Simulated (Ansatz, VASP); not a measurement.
Two plane-wave programs on Sn

File INCAR:

```
  ALGO = Fast
  EDIFF = 1E-6
  EDIFFG = -0.005
  ENCUT = 600
  IBRION = 2
  ISIF = 3
  ISMEAR = 0
  LASPH = True
  LCHARG = False
  LREAL = False
  LWAVE = False
  NELM = 80
  NSW = 70
  PREC = Accurate
  SIGMA = 0.1
```

The input KPOINTS:

```
k-points
0
Gamma
  16 16 16
```

Contents of POSCAR:

```
Sn
1.0
   -1.7544065257      1.7546136901      2.1674907809
    1.7544065257     -1.7546136901      2.1674907809
    1.7544065257      1.7546136901     -2.1674907809
Sn
1
Direct
    0.0000000000      0.0000000000      0.0000000000
```

Input for Ansatz:

```yaml
crystal:
  lattice:
    - [-1.7544065257, 1.7546136901, 2.1674907809]
    - [1.7544065257, -1.7546136901, 2.1674907809]
    - [1.7544065257, 1.7546136901, -2.1674907809]
  atoms:
    - { symbol: Sn, position: [0.0, 0.0, 0.0] }
basis:
  ecutwfc: 420
kpoints:
  mp_grid: { grid: [16, 16, 16] }
hamiltonian:
  xc: lda
scf:
  occupations: { method: gaussian, width: 0.1 }
output:
  forces: true
  stress: true
  eigenvalues: true
relax:
  adjacent_minimum: "off"
  f_tol: 0.005
  max_steps: 50
  cell: { stress_tol: 0.05 }
```

Alike in both runs: task relaxation of cell and atoms; functional LDA; k mesh 16 × 16 × 16; occupations gaussian, width 0.1 eV; no spin polarisation.

|  | VASP | Ansatz |
| --- | --- | --- |
| version | VASP 6.6.1 | Ansatz 0.2.0 |
| potentials or method | VASP PAW LDA potentials, release 64 (Sn_d), cutoff 600 eV | scalar-relativistic, plane waves, PAW |
| valence electrons in the cell | 14 | 14 |

```csv
,VASP,Ansatz,Ansatz less VASP
"gap on the k mesh at the Fermi level, each at its own relaxed structure (eV)",none,none,-
relaxed volume (Å³/atom),25.74,25.71,-0.026
relaxed cell length with the largest relative difference (Å),3.248,3.248,-0.0008
```

LDA's correlation is that of Perdew and Zunger in VASP and of Perdew and Wang (1992) in Ansatz. A gap of «none» marks a metal or a gap that the smearing closes.
